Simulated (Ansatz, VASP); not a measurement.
This is a calculation of BeTe for VASP 6.6.1.

INCAR

```
PREC = Accurate ; ENCUT = 600
EDIFF = 1E-7 ; ISMEAR = -1
SIGMA = 0.05 ; LREAL = False
LASPH = True ; NELM = 120
ALGO = Normal ; ISIF = 3
LWAVE = False ; LCHARG = False
GGA = RE ; IVDW = 13
IBRION = 2 ; NSW = 80
EDIFFG = -0.01 ; GGA_COMPAT = False
NELMIN = 4
```

KPOINTS

```
Automatic mesh
0
Gamma
  8 8 8
```

File POSCAR:

```
BeTe
1.0
    0.0000000000      2.7700000000      2.7700000000
    2.7700000000      0.0000000000      2.7700000000
    2.7700000000      2.7700000000      0.0000000000
Te Be
1 1
Direct
    0.7500000000      0.7500000000      0.7500000000
    0.0000000000      0.0000000000      0.0000000000
```

Potentials or basis: VASP PAW PBE potentials, release 64 (Te, Be).

Launch:

```bash
$ cat potpaw_PBE.64/Te/POTCAR potpaw_PBE.64/Be/POTCAR > POTCAR
$ mpirun -np 1 vasp_std > vasp.out
```

Question: Set up the same calculation for Ansatz 0.2.0. Potentials there: all-electron LAPW, scalar-relativistic.

Answer: As run (the cutoff follows the program's own potentials):

The input input.yaml:

```yaml
crystal:
  lattice:
    - [0.0, 2.77, 2.77]
    - [2.77, 0.0, 2.77]
    - [2.77, 2.77, 0.0]
  atoms:
    - { symbol: Te, position: [0.75, 0.75, 0.75] }
    - { symbol: Be, position: [0.0, 0.0, 0.0] }
kpoints:
  mp_grid: { grid: [8, 8, 8] }
scf:
  occupations: { method: fermi_dirac, width: 0.05 }
hamiltonian:
  xc: revpbe
  dispersion: d4
  pseudopotentials: { kind: all_electron, lapw: { basis_error: 0.001 } }
output:
  forces: true
  stress: true
relax:
  f_tol: 0.01
  max_steps: 60
  cell: {}
```

Potentials or basis: all-electron LAPW, scalar-relativistic.

Run with:

```sh
$ ansatz run input.yaml --threads 1 --pin off --max-ram 3072MiB --backend cpu --events-out ev --progress --plain --runs-dir out
```

Both were run:

|  | VASP | Ansatz | Ansatz less VASP |
| --- | --- | --- | --- |
| relaxed volume (Å³/atom) | 21.72 | 21.68 | -0.041 |
| relaxed cell length with the largest relative difference (Å) | 3.946 | 3.943 | -0.0025 |

VASP's potentials were made for PBE, not for revPBE. Ansatz ran all-electron here, and VASP with PAW potentials.

Spin-orbit coupling is off throughout.
